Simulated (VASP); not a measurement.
# Al6Co5Ni (P4/mmm) in VASP: single point with PBE

Aim: the single point of Al6Co5Ni with PBE.

Program: VASP 6.6.1. These are calculated values, not measurements. Logs are shortened: lines on timing, memory, paths and dates and some standing lists are left out, and cuts for length are marked.

## (1) The cell of the first run

The structure is tetragonal, space group P4/mmm (No. 123). Conventional cell: a = 2.856 Å, b = 2.856 Å, c = 17.218 Å, α = 90.00°, β = 90.00°, γ = 90.00°. Al (site symmetry 4mm) has 4 Co at 2.47 Å and 4 Ni at 2.50 Å and 6 Al at 2.85 to 2.94 Å within 3.3 Å. Within 3.3 Å of Al (site symmetry 4mm) lie 8 Co at 2.47 to 2.48 Å and 6 Al at 2.85 to 2.86 Å. Within 3.3 Å of Al (site symmetry 4mm) lie 8 Co at 2.47 Å and 6 Al at 2.86 Å. Co (site symmetry 4mm) has 8 Al at 2.47 to 2.48 Å and 6 Co at 2.85 to 2.87 Å within 3.3 Å. Co (site symmetry 4/mmm) has 8 Al at 2.47 Å and 6 Co at 2.85 to 2.86 Å within 3.3 Å. Co (site symmetry 4mm) has 8 Al at 2.47 Å and 5 Co at 2.86 to 2.87 Å and 1 Ni at 2.89 Å within 3.3 Å. Ni (site symmetry 4/mmm) has 8 Al at 2.50 Å and 4 Ni at 2.86 Å and 2 Co at 2.89 Å within 3.3 Å.

## (2) Single point, PBE, collinear spin

Input file INCAR:

```
SYSTEM = Al6Co5Ni
PREC     = Accurate       ! precision mode
ENCUT    = 520            ! plane-wave cutoff, eV
EDIFF    = 1E-6           ! SCF threshold, eV
ISMEAR   = 0              ! smearing method
SIGMA    = 0.1            ! smearing width, eV
LREAL    = .FALSE.        ! projectors in reciprocal space
LASPH    = .TRUE.         ! aspherical terms in the spheres
NELM     = 150            ! most SCF steps
ALGO     = Normal         ! electronic algorithm
ISIF     = 2              ! what is computed and relaxed
LWAVE    = .FALSE.        ! write WAVECAR
LCHARG   = .FALSE.        ! write CHGCAR
ISPIN    = 2              ! spin polarisation
MAGMOM   = 0 0 0 0 0 0 0 0 0 0.4 0.4 0.13 ! initial moments
LORBIT   = 11             ! projections on sites
LMAXMIX  = 4              ! l up to which the mixer works
GGA      = PE             ! functional
NBANDS   = 52             ! bands
```

Input file KPOINTS:

```
regular mesh
0
G
  6 6 1
  0 0 0
```

Input file POSCAR:

```
Al6Co5Ni
1.0
    2.8556559000      0.0000000000      0.0000000000
    0.0000000000      2.8556559000      0.0000000000
    0.0000000000      0.0000000000     17.2179384000
Al Co Ni
6 5 1
Direct
    0.0000000000      0.0000000000      0.9145990000
    0.0000000000      0.0000000000      0.0854010000
    0.0000000000      0.0000000000      0.2508000000
    0.0000000000      0.0000000000      0.4170670000
    0.0000000000      0.0000000000      0.5829330000
    0.0000000000      0.0000000000      0.7492000000
    0.5000000000      0.5000000000      0.3343810000
    0.5000000000      0.5000000000      0.5000000000
    0.5000000000      0.5000000000      0.6656190000
    0.5000000000      0.5000000000      0.1677620000
    0.5000000000      0.5000000000      0.8322380000
    0.5000000000      0.5000000000      0.0000000000
```

Potentials or basis: VASP PAW PBE potentials, release 64 (Al, Co, Ni).

The run is started by

```console
$ cat potpaw_PBE.64/Al/POTCAR potpaw_PBE.64/Co/POTCAR potpaw_PBE.64/Ni/POTCAR > POTCAR
$ mpirun -np 1 vasp_std > vasp.out
```

OUTCAR:

```text
SYSTEM = Al6Co5Ni
   PREC = Accurate
   ENCUT = 520
   EDIFF = 1E-6
   ISMEAR = 0
   LREAL = .FALSE.
   LASPH = .TRUE.
   NELM = 150
   ISIF = 2
   ISPIN = 2
   LORBIT = 11
   GGA = PE

 ion  position               nearest neighbor table
   1  0.000  0.000  0.915-  11 2.47  11 2.47  11 2.47  11 2.47  12 2.50  12 2.50  12 2.50  12 2.50
                             6 2.85   2 2.94
   2  0.000  0.000  0.085-  10 2.47  10 2.47  10 2.47  10 2.47  12 2.50  12 2.50  12 2.50  12 2.50
                             3 2.85   1 2.94
   3  0.000  0.000  0.251-  10 2.47  10 2.47  10 2.47  10 2.47   7 2.48   7 2.48   7 2.48   7 2.48
                             2 2.85   4 2.86
   4  0.000  0.000  0.417-   7 2.47   7 2.47   7 2.47   7 2.47   8 2.47   8 2.47   8 2.47   8 2.47
                             5 2.86   3 2.86
   5  0.000  0.000  0.583-   9 2.47   9 2.47   9 2.47   9 2.47   8 2.47   8 2.47   8 2.47   8 2.47
                             4 2.86   6 2.86
   6  0.000  0.000  0.749-  11 2.47  11 2.47  11 2.47  11 2.47   9 2.48   9 2.48   9 2.48   9 2.48
                             1 2.85   5 2.86
   7  0.500  0.500  0.334-   4 2.47   4 2.47   4 2.47   4 2.47   3 2.48   3 2.48   3 2.48   3 2.48
                             8 2.85  10 2.87
   8  0.500  0.500  0.500-   4 2.47   5 2.47   4 2.47   5 2.47   4 2.47   5 2.47   4 2.47   5 2.47
                             7 2.85   9 2.85
   9  0.500  0.500  0.666-   5 2.47   5 2.47   5 2.47   5 2.47   6 2.48   6 2.48   6 2.48   6 2.48
                             8 2.85  11 2.87
  10  0.500  0.500  0.168-   2 2.47   2 2.47   2 2.47   2 2.47   3 2.47   3 2.47   3 2.47   3 2.47
                             7 2.87  12 2.89
  11  0.500  0.500  0.832-   1 2.47   1 2.47   1 2.47   1 2.47   6 2.47   6 2.47   6 2.47   6 2.47
                             9 2.87  12 2.89
  12  0.500  0.500  0.000-   1 2.50   2 2.50   1 2.50   2 2.50   1 2.50   2 2.50   1 2.50   2 2.50
                            10 2.89  11 2.89

  LATTYP: Found a simple tetragonal cell.
 ALAT       =     2.8556559000
 C/A-ratio  =     6.0294163593

  Lattice vectors:

 A1 = (   2.8556559000,   0.0000000000,   0.0000000000)
 A2 = (   0.0000000000,   2.8556559000,   0.0000000000)
 A3 = (   0.0000000000,   0.0000000000,  17.2179384000)

Analysis of symmetry for initial positions (statically):
=====================================================================
 Subroutine PRICEL returns:
 Original cell was already a primitive cell.

 Routine SETGRP: Setting up the symmetry group for a
 simple tetragonal supercell.

 Subroutine GETGRP returns: Found 16 space group operations
 (whereof 16 operations were pure point group operations)
 out of a pool of 16 trial point group operations.

The static configuration has the point symmetry D_4h.

Analysis of symmetry for dynamics (positions and initial velocities):
=====================================================================
 Subroutine PRICEL returns:
 Original cell was already a primitive cell.

 Routine SETGRP: Setting up the symmetry group for a
 simple tetragonal supercell.

 Subroutine GETGRP returns: Found 16 space group operations
 (whereof 16 operations were pure point group operations)
 out of a pool of 16 trial point group operations.

The dynamic configuration has the point symmetry D_4h.

Analysis of structural, dynamic, and magnetic symmetry:
=====================================================================
 Subroutine PRICEL returns:
 Original cell was already a primitive cell.

 Routine SETGRP: Setting up the symmetry group for a
 simple tetragonal supercell.

 Subroutine GETGRP returns: Found 16 space group operations
 (whereof 16 operations were pure point group operations)
 out of a pool of 16 trial point group operations.

The overall configuration has the point symmetry D_4h.

 Subroutine INISYM returns: Found 16 space group operations
 (whereof 16 operations are pure point group operations),
 and found     1 'primitive' translations

----------------------------------------------------------------------------------------

                                     Primitive cell

  volume of cell :     140.4083

[... 92 lines left out ...]
   NELM   =    150;   NELMIN=  2; NELMDL= -5     # of ELM steps
   EDIFF  = 0.1E-05   stopping-criterion for ELM
   LREAL  =      F    real-space projection
   EDIFFG = 0.1E-04   stopping-criterion for IOM
   NSW    =      0    number of steps for IOM
   IBRION =     -1    ionic relax: 0-MD 1-quasi-New 2-CG
   NFREE  =      0    steps in history (QN), initial steepest desc. (CG)
   ISIF   =      2    stress and relaxation
   ISYM   =      2    0-nonsym 1-usesym 2-fastsym
   POTIM  = 0.5000    time-step for ionic-motion
   TEBEG  =    0.0;   TEEND  =   0.0 temperature during run
   PSTRESS=    0.0 pullay stress
   NELECT =      73.0000    total number of electrons
   NUPDOWN=      -1.0000    fix difference up-down
   EMIN   =  10.00;   EMAX   =-10.00  energy-range for DOS
   EFERMI =   0.00;   METHOD = LEGACY
   ISMEAR =     0;   SIGMA  =   0.10  broadening in eV -4-tet -1-fermi 0-gaus
   EFERMI_NEDOS =   21; number of points for ismear=-14 and -15
   IALGO  =     38    algorithm
   IMIX   =      4    mixing-type and parameters
     AMIX     =   0.40;   BMIX     =  1.00
     AMIX_MAG =   1.60;   BMIX_MAG =  1.00
  volume/ion in A,a.u.               =      11.70        78.96
  Fermi-wavevector in a.u.,A,eV,Ry     =   1.316391  2.487618 23.577326  1.732885
  Thomas-Fermi vector in A             =   2.446506
   LORBIT       =     11    0 simple, 1 ext, 2 COOP (PROOUT), +10 PAW based schemes
   GGA     = PE    functional components
   LHFCALC =     F    Hartree Fock is set to
   AEXX    =    0.0000 exact exchange contribution
   IVDW    =     0    specifies the selected vdW correction
   LEPSILON=     F    determine dielectric tensor
   LRPA    =     F    only Hartree local field effects (RPA)
 spin polarized calculation
 Gauss-broadening in eV      SIGMA  =   0.10
  energy-cutoff  :      520.00
  volume of cell :      140.41
 maximum number of plane-waves:      3823
 NGX is ok and might be reduce to    24
   NGX = 11   NGY = 11   NGZ = 65

 number of electron      72.9999991 magnetization       0.0451231

 Free energy of the ion-electron system (eV)
  ---------------------------------------------------
  ext. energy  EPLUGINS =         0.00000000
  ---------------------------------------------------
  free energy    TOTEN  =       -70.40226711 eV

  energy without entropy =      -70.36315849  energy(sigma->0) =      -70.38271280

 E-fermi :  10.4510     XC(G=0): -12.2005

 val. band max:       10.4475931428   @ k =   0.1667   0.1667   0.0000
 cond. band min:      10.4554717963   @ k =   0.1667   0.1667   0.0000
 fundamental gap:      0.0078786534
 Fermi energy:        10.4510226185

 spin component 1

 k-point     1 :       0.0000    0.0000    0.0000
  band No.  band energies     occupation
      1      -0.6439      1.00000
      2      -0.1442      1.00000
      3      -0.1005      1.00000
      4       1.3728      1.00000
      5       1.3770      1.00000
      6       3.5823      1.00000
[... 499 lines left out ...]
     47      12.8808      0.00000
     48      12.8884      0.00000
 Fermi energy:        10.4510226185

 spin component 2

 k-point     1 :       0.0000    0.0000    0.0000
  band No.  band energies     occupation
      1      -0.6444      1.00000
      2      -0.1449      1.00000
      3      -0.1017      1.00000
      4       1.3718      1.00000
      5       1.3764      1.00000
      6       3.5812      1.00000
[... 499 lines left out ...]
     47      12.8873      0.00000
     48      12.9008      0.00000
 [bands above 48 left out]

------------------------ aborting loop because EDIFF is reached ----------------------------------------

  FORCE on cell =-STRESS in cart. coord.  units (eV):
  Direction    XX          YY          ZZ          XY          YZ          ZX
  --------------------------------------------------------------------------------------
  -------------------------------------------------------------------------------------
  Total       -0.7115436     -0.7115436      1.6513073      0.0000000      0.0000000      0.0000000
  in kB       -8.1193118     -8.1193118     18.8428066      0.0000000      0.0000000      0.0000000
  external PRESSURE =       0.8680610 kB  Pullay stress =       0.0000000 kB

 VOLUME and BASIS-vectors are now :
 -----------------------------------------------------------------------------
  energy-cutoff  :      520.00
  volume of cell :      140.41
      direct lattice vectors                 reciprocal lattice vectors
     2.855655900  0.000000000  0.000000000     0.350182247  0.000000000  0.000000000
     0.000000000  2.855655900  0.000000000     0.000000000  0.350182247  0.000000000
     0.000000000  0.000000000 17.217938400     0.000000000  0.000000000  0.058078963

 POSITION                                       TOTAL-FORCE (eV/Angst)
 -----------------------------------------------------------------------------------
      0.00000      0.00000     15.74751         0.000000      0.000000      0.055509
      0.00000      0.00000      1.47043         0.000000      0.000000     -0.055509
      0.00000      0.00000      4.31826         0.000000     -0.000000      0.053613
      0.00000      0.00000      7.18103        -0.000000      0.000000      0.014062
      0.00000      0.00000     10.03690         0.000000     -0.000000     -0.014062
      0.00000      0.00000     12.89968         0.000000      0.000000     -0.053613
      1.42783      1.42783      5.75735         0.000000     -0.000000     -0.018412
      1.42783      1.42783      8.60897         0.000000      0.000000      0.000000
      1.42783      1.42783     11.46059         0.000000      0.000000      0.018412
      1.42783      1.42783      2.88852         0.000000     -0.000000      0.059359
      1.42783      1.42783     14.32942         0.000000      0.000000     -0.059359
      1.42783      1.42783      0.00000         0.000000      0.000000      0.000000
 -----------------------------------------------------------------------------------
    total drift:                                0.000000     -0.000000     -0.000000

  FREE ENERGIE OF THE ION-ELECTRON SYSTEM (eV)
  ---------------------------------------------------
  free  energy   TOTEN  =       -70.4022671105 eV

  energy  without entropy=      -70.3631584856  energy(sigma->0) =      -70.38271280

 total charge

# of ion       s       p       d       tot
------------------------------------------
    1        0.389   0.422   0.000   0.811
    2        0.389   0.422   0.000   0.811
    3        0.393   0.425   0.000   0.819
    4        0.394   0.427   0.000   0.821
    5        0.394   0.427   0.000   0.821
    6        0.393   0.425   0.000   0.819
    7        0.431   0.494   7.511   8.436
    8        0.432   0.497   7.512   8.440
    9        0.431   0.494   7.511   8.436
   10        0.434   0.496   7.517   8.447
   11        0.434   0.496   7.517   8.447
   12        0.477   0.509   8.473   9.458
--------------------------------------------------
tot          4.993   5.536  46.040  56.569

 magnetization (x)

# of ion       s       p       d       tot
------------------------------------------
    1        0.000   0.000   0.000   0.000
    2        0.000   0.000   0.000   0.000
    3       -0.000  -0.000   0.000  -0.000
    4       -0.000  -0.000   0.000  -0.001
    5       -0.000  -0.000   0.000  -0.001
    6       -0.000  -0.000   0.000  -0.000
    7        0.000  -0.001   0.041   0.040
    8        0.000  -0.000   0.010   0.010
    9        0.000  -0.001   0.041   0.040
   10        0.000   0.000  -0.021  -0.021
   11        0.000   0.000  -0.021  -0.021
   12        0.000   0.000   0.003   0.004
--------------------------------------------------
tot          0.000  -0.002   0.052   0.050
```

Run time: 10 min. Hardware: 1 thread of Intel Xeon 8259CL, shared host; peak memory 0.38 GiB.

Results:

```
Free energy                                           : -70.4023 eV
Pressure                                              : 0.1 GPa
Largest force                                         : 0.059 eV/Å
Net moment                                            : 0.05 μB per cell
Site moments                                          : Al +0.00, -0.00 (each value once); Co +0.04, +0.01, -0.02 (each value once); Ni +0.00 μB
Valence electrons inside the program's atomic spheres : Al 0.81, 0.82 (each value once); Co 8.44, 8.45 (each value once); Ni 9.46
```

Forces on the atoms (eV/Å):
```
Al   0.000  0.000  0.056
Al   0.000  0.000 -0.056
Al   0.000  0.000  0.054
Al   0.000  0.000  0.014
Al   0.000  0.000 -0.014
Al   0.000  0.000 -0.054
Co   0.000  0.000 -0.018
Co   0.000  0.000  0.000
Co   0.000  0.000  0.018
Co   0.000  0.000  0.059
Co   0.000  0.000 -0.059
Ni   0.000  0.000  0.000
```

Caveat: the k points lie up to 0.37 Å⁻¹ apart.
